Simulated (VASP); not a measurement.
# ZrS (Fmmm) in VASP: notebook, part 2 of 2

VASP 6.6.1. Earlier steps stand in the parts before.

## 4. Single point, r2SCAN (strain +0.0125 x Voigt [1, -1, 0, 0, 0, 0])

POSCAR reads:

```
ZrS
1.0
    0.0000000000      2.5921875000      2.6250000000
    2.6578125000      0.0000000000      2.6250000000
    2.6578125000      2.5921875000      0.0000000000
Zr S
1 1
Direct
    0.0000000000      0.0000000000      0.0000000000
    0.5000000000      0.5000000000      0.5000000000
```

INCAR.step1 reads:

```
SYSTEM = ZrS
  ALGO = Normal
  EDIFF = 1E-4
  ENCUT = 520
  GGA = PE
  ISMEAR = 0
  LASPH = .TRUE.
  LCHARG = .FALSE.
  LREAL = .FALSE.
  LWAVE = .TRUE.
  NBANDS = 16
  NELM = 80
  PREC = Accurate
  SIGMA = 0.15
```

INCAR.step2 reads:

```
SYSTEM = ZrS
  ALGO = Normal
  EDIFF = 1E-7
  ENCUT = 520
  ISIF = 2
  ISMEAR = 0
  ISTART = 1
  LASPH = .TRUE.
  LCHARG = .FALSE.
  LMIXTAU = .TRUE.
  LREAL = .FALSE.
  LWAVE = .FALSE.
  METAGGA = R2SCAN
  NBANDS = 16
  NELM = 80
  PREC = Accurate
  SIGMA = 0.15
```

KPOINTS reads:

```
k-points
0
G
  16 16 16
  0 0 0
```

Potentials or basis: VASP PAW PBE potentials, release 64 (Zr_sv, S).

Started as:

```
> cat potpaw_PBE.64/Zr_sv/POTCAR potpaw_PBE.64/S/POTCAR > POTCAR
> cp INCAR.step1 INCAR
> mpirun -np 1 vasp_std > vasp.out
> cp INCAR.step2 INCAR
> mpirun -np 1 vasp_std > vasp.out
```

OUTCAR:

```text
SYSTEM = ZrS
   EDIFF = 1E-7
   ENCUT = 520
   ISIF = 2
   ISMEAR = 0
   ISTART = 1
   LASPH = .TRUE.
   LREAL = .FALSE.
   METAGGA = R2SCAN
   NELM = 80
   PREC = Accurate

 ion  position               nearest neighbor table
   1  0.000  0.000  0.000-   2 2.59   2 2.59   2 2.62   2 2.62   2 2.66   2 2.66
   2  0.500  0.500  0.500-   1 2.59   1 2.59   1 2.62   1 2.62   1 2.66   1 2.66

  LATTYP: Found a face centered orthorhombic cell.
 ALAT       =     5.1843750000
 B/A-ratio  =     1.0126582278
 C/A-ratio  =     1.0253164557

  Lattice vectors:

 A1 = (  -2.6578125000,   0.0000000000,  -2.6250000000)
 A2 = (  -2.6578125000,   2.5921875000,   0.0000000000)
 A3 = (   0.0000000000,   2.5921875000,  -2.6250000000)

Analysis of symmetry for initial positions (statically):
=====================================================================
 Subroutine PRICEL returns:
 Original cell was already a primitive cell.

 Routine SETGRP: Setting up the symmetry group for a
 face centered orthorhombic supercell.

 Subroutine GETGRP returns: Found  8 space group operations
 (whereof  8 operations were pure point group operations)
 out of a pool of  8 trial point group operations.

The static configuration has the point symmetry D_2h.

Analysis of symmetry for dynamics (positions and initial velocities):
=====================================================================
 Subroutine PRICEL returns:
 Original cell was already a primitive cell.

 Routine SETGRP: Setting up the symmetry group for a
 face centered orthorhombic supercell.

 Subroutine GETGRP returns: Found  8 space group operations
 (whereof  8 operations were pure point group operations)
 out of a pool of  8 trial point group operations.

The dynamic configuration has the point symmetry D_2h.

 Subroutine INISYM returns: Found  8 space group operations
 (whereof  8 operations are pure point group operations),
 and found     1 'primitive' translations

----------------------------------------------------------------------------------------

                                     Primitive cell

  volume of cell :      36.1701

  direct lattice vectors                    reciprocal lattice vectors
     0.000000000  2.592187500  2.625000000    -0.188124633  0.192887281  0.190476190
     2.657812500  0.000000000  2.625000000     0.188124633 -0.192887281  0.190476190
     2.657812500  2.592187500  0.000000000     0.188124633  0.192887281 -0.190476190

  length of vectors
     3.689181621  3.735584598  3.712600614     0.329965998  0.329965998  0.329965998

  position of ions in fractional coordinates (direct lattice)
     0.000000000  0.000000000  0.000000000
     0.500000000  0.500000000  0.500000000

  ion indices of the primitive-cell ions
   primitive index   ion index
                 1           1
                 2           2

----------------------------------------------------------------------------------------

 KPOINTS: k-points

Automatic generation of k-mesh.
 Grid dimensions read from file:
 generate k-points for:   16   16   16

 Generating k-lattice:

  Cartesian coordinates                     Fractional coordinates (reciprocal lattice)
    -0.011757790  0.012055455  0.011904762     0.062500000  0.000000000  0.000000000
     0.011757790 -0.012055455  0.011904762     0.000000000  0.062500000  0.000000000
     0.011757790  0.012055455 -0.011904762     0.000000000  0.000000000  0.062500000

  Length of vectors
     0.020622875  0.020622875  0.020622875

  Shift w.r.t. Gamma in fractional coordinates (k-lattice)
     0.000000000  0.000000000  0.000000000

 Subroutine IBZKPT returns following result:
 ===========================================

 Found    621 irreducible k-points:

 Following reciprocal coordinates:
            Coordinates               Weight
  0.000000  0.000000  0.000000      1.000000
  0.062500  0.000000  0.000000      8.000000
  0.125000  0.000000  0.000000      8.000000
  0.187500  0.000000  0.000000      8.000000
  0.250000  0.000000  0.000000      8.000000
  0.312500  0.000000  0.000000      8.000000
[... 16 lines left out ...]
 -0.125000  0.062500  0.000000      8.000000
 -0.062500  0.062500  0.000000      4.000000
 [... further k-points ...]
   k-points           NKPTS =    621   k-points in BZ     NKDIM =    621   number of bands    NBANDS=     16
   number of dos      NEDOS =    301   number of ions     NIONS =      2
   total plane-waves  NPLWV =  21952
   dimension x,y,z NGX =    28 NGY =   28 NGZ =   28
   dimension x,y,z NGXF=    56 NGYF=   56 NGZF=   56
   ions per type =               1   1
   NGX,Y,Z   is equivalent  to a cutoff of  12.62, 12.46, 12.54 a.u.
   NGXF,Y,Z  is equivalent  to a cutoff of  25.24, 24.92, 25.08 a.u.
 SYSTEM =  ZrS
   PREC   = accura    normal or accurate (medium, high low for compatibility)
   ISTART =      1    job   : 0-new  1-cont  2-samecut
   ICHARG =      0    charge: 1-file 2-atom 10-const
   ISPIN  =      1    spin polarized calculation?
   LNONCOLLINEAR =      F non collinear calculations
   LSORBIT =      F    spin-orbit coupling
   LASPH  =      T    aspherical Exc in radial PAW
   ENCUT  =  520.0 eV  38.22 Ry    6.18 a.u.   6.86  6.95  6.90*2*pi/ulx,y,z
   NELM   =     80;   NELMIN=  2; NELMDL=  0     # of ELM steps
   EDIFF  = 0.1E-06   stopping-criterion for ELM
   LREAL  =      F    real-space projection
   EDIFFG = 0.1E-05   stopping-criterion for IOM
   NSW    =      0    number of steps for IOM
   IBRION =     -1    ionic relax: 0-MD 1-quasi-New 2-CG
   NFREE  =      0    steps in history (QN), initial steepest desc. (CG)
   ISIF   =      2    stress and relaxation
   ISYM   =      2    0-nonsym 1-usesym 2-fastsym
   POTIM  = 0.5000    time-step for ionic-motion
   TEBEG  =    0.0;   TEEND  =   0.0 temperature during run
   PSTRESS=    0.0 pullay stress
   NELECT =      18.0000    total number of electrons
   NUPDOWN=      -1.0000    fix difference up-down
   EMIN   =  10.00;   EMAX   =-10.00  energy-range for DOS
   EFERMI =   0.00;   METHOD = LEGACY
   ISMEAR =     0;   SIGMA  =   0.15  broadening in eV -4-tet -1-fermi 0-gaus
   EFERMI_NEDOS =   21; number of points for ismear=-14 and -15
   IALGO  =     38    algorithm
   IMIX   =      4    mixing-type and parameters
     AMIX     =   0.40;   BMIX     =  1.00
     AMIX_MAG =   1.60;   BMIX_MAG =  1.00
  volume/ion in A,a.u.               =      18.09       122.04
  Fermi-wavevector in a.u.,A,eV,Ry     =   1.297326  2.451590 22.899335  1.683054
  Thomas-Fermi vector in A             =   2.428725
   LORBIT       =      0    0 simple, 1 ext, 2 COOP (PROOUT), +10 PAW based schemes
   METAGGA = R2SCAN    functional components
   LHFCALC =     F    Hartree Fock is set to
   AEXX    =    0.0000 exact exchange contribution
   IVDW    =     0    specifies the selected vdW correction
   LEPSILON=     F    determine dielectric tensor
   LRPA    =     F    only Hartree local field effects (RPA)
 non-spin polarized calculation
 Gauss-broadening in eV      SIGMA  =   0.15
  energy-cutoff  :      520.00
  volume of cell :       36.17
 maximum number of plane-waves:       994
   NGX = 13   NGY = 13   NGZ = 13

 number of electron      18.0000000 magnetization

 Free energy of the ion-electron system (eV)
  ---------------------------------------------------
  ext. energy  EPLUGINS =         0.00000000
  ---------------------------------------------------
  free energy    TOTEN  =       -33.88027878 eV

  energy without entropy =      -33.86670944  energy(sigma->0) =      -33.87349411

 E-fermi :  10.9398     XC(G=0): -11.9638

 val. band max:       10.9324997762   @ k =   0.3750  -0.3125   0.1875
 cond. band min:      10.9432320286   @ k =   0.5000   0.1250   0.1875
 fundamental gap:      0.0107322524
 Fermi energy:        10.9398370565

 k-point     1 :       0.0000    0.0000    0.0000
  band No.  band energies     occupation
      1     -40.9352      2.00000
      2     -18.2216      2.00000
      3     -18.2163      2.00000
      4     -18.2119      2.00000
      5      -5.8630      2.00000
      6       6.9198      2.00000
[... 8 lines left out ...]
     15      18.6472      0.00000
     16      23.2524      0.00000
[... 419 lines left out ...]
 k-point    24 :      -0.0625    0.0625    0.0000
  band No.  band energies     occupation
      1     -40.9325      2.00000
      2     -18.2519      2.00000
      3     -18.2248      2.00000
      4     -18.2165      2.00000
      5      -5.7293      2.00000
      6       6.1725      2.00000
[... 8 lines left out ...]
     15      19.0581      0.00000
     16      22.4794      0.00000

 [... further k-points ...]

------------------------ aborting loop because EDIFF is reached ----------------------------------------

  FORCE on cell =-STRESS in cart. coord.  units (eV):
  Direction    XX          YY          ZZ          XY          YZ          ZX
  --------------------------------------------------------------------------------------
  -------------------------------------------------------------------------------------
  Total       -1.1236044      0.3551809     -0.4715929      0.0000000      0.0000000      0.0000000
  in kB      -49.7707253     15.7329502    -20.8894867      0.0000000      0.0000000      0.0000000
  external PRESSURE =     -18.3090873 kB  Pullay stress =       0.0000000 kB

 VOLUME and BASIS-vectors are now :
 -----------------------------------------------------------------------------
  energy-cutoff  :      520.00
  volume of cell :       36.17
      direct lattice vectors                 reciprocal lattice vectors
     0.000000000  2.592187500  2.625000000    -0.188124633  0.192887281  0.190476190
     2.657812500  0.000000000  2.625000000     0.188124633 -0.192887281  0.190476190
     2.657812500  2.592187500  0.000000000     0.188124633  0.192887281 -0.190476190

 POSITION                                       TOTAL-FORCE (eV/Angst)
 -----------------------------------------------------------------------------------
      0.00000      0.00000      0.00000         0.000000      0.000000      0.000000
      2.65781      2.59219      2.62500         0.000000     -0.000000      0.000000
 -----------------------------------------------------------------------------------
    total drift:                                0.000000      0.000000      0.000000

  FREE ENERGIE OF THE ION-ELECTRON SYSTEM (eV)
  ---------------------------------------------------
  free  energy   TOTEN  =       -33.8802787775 eV

  energy  without entropy=      -33.8667094446  energy(sigma->0) =      -33.87349411
```

Wall time 21 min (1 thread of Intel Xeon Platinum 8259CL at 2.50GHz (Skylake/Cascade Lake), shared host); peak memory 0.45 GiB.

What came out:

- Free energy: -33.8803 eV
- Pressure: -1.8 GPa
- Band gap on the k mesh: zero (band 9 reaches 12.39 eV, above the bottom of band 10 at 9.52 eV)

Stress tensor (GPa, compression positive):
```
-4.98  0.00  0.00
 0.00  1.57  0.00
 0.00  0.00 -2.09
```

Caveat: the cell differs from its parent crystal (strain +0.0125 x Voigt [1, -1, 0, 0, 0, 0]); the PAW data sets were made with another functional, which shifts forces and pressure a little.

## 5. The runs side by side

| cell | gap on the mesh (eV) | pressure (GPa) |
| --- | --- | --- |
| a = 3.708, b = 3.717, c = 3.712 Å, angles 59.9, 60.1, 60.0°, 2 atoms | none | -2.0 |
| a = 3.680, b = 3.745, c = 3.713 Å, angles 59.1, 60.9, 60.0°, 2 atoms | none | -1.6 |
| a = 3.689, b = 3.736, c = 3.713 Å, angles 59.4, 60.6, 60.0°, 2 atoms | none | -1.8 |

Alike in all rows: task single point; level r2SCAN; potentials or basis VASP PAW PBE potentials, release 64 (Zr_sv, S); no spin polarisation; k mesh 16 × 16 × 16; cutoff (eV) 520; smearing gaussian 0.15 eV.

Caveats: the PAW data sets were made with another functional, which shifts forces and pressure a little.

Absolute energies hang on the potentials; compare differences alone.
